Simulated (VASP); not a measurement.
A run of VASP 6.6.1 is set up as follows.

The input INCAR:

```
SYSTEM = AlN
PREC = Accurate
ENCUT = 520
EDIFF = 1E-7
ISMEAR = 0
SIGMA = 0.05
LREAL = .False.
LASPH = .True.
NELM = 80
ALGO = Normal
ISIF = 2
LWAVE = .False.
LCHARG = .True.
GGA = PE
LELF = .True.
LVHAR = .True.
NBANDS = 11
```

File KPOINTS:

```
Automatic mesh
0
Gamma
  10 10 10
  0 0 0
```

The input POSCAR:

```
AlN
1.0
    0.0000000000      2.2012588983      2.2012588983
    2.2012588983      0.0000000000      2.2012588983
    2.2012588983      2.2012588983      0.0000000000
Al N
1 1
Direct
   -0.0057189861      0.0171569582      0.0057189861
    0.7610164234      0.7169507299      0.7389835766
```

Potentials or basis: VASP PAW PBE potentials, release 64 (Al, N).

Run with:

```console
$ cat potpaw_PBE.64/Al/POTCAR potpaw_PBE.64/N/POTCAR > POTCAR
$ mpirun -np 1 vasp_std > vasp.out
```

Problem. Estimate the largest force.

Solution. 2.393 eV/Å.

Problem. Estimate the band gap on the k mesh.

Solution. 2.88 eV (least direct gap 3.53 eV).

Problem. What does it give for the pressure?

Solution. 3.0 GPa.

Forces in eV/Å, atoms in the order of the input:
```
Al  -2.027  0.634 -1.104
N    2.027 -0.634  1.104
```

Caveat: the cell differs from its parent crystal (atoms displaced along a vibrational mode); forces of over 1 eV/Å act on the atoms, so gaps and moduli don't describe the material at rest. A k mesh can miss the band edges.
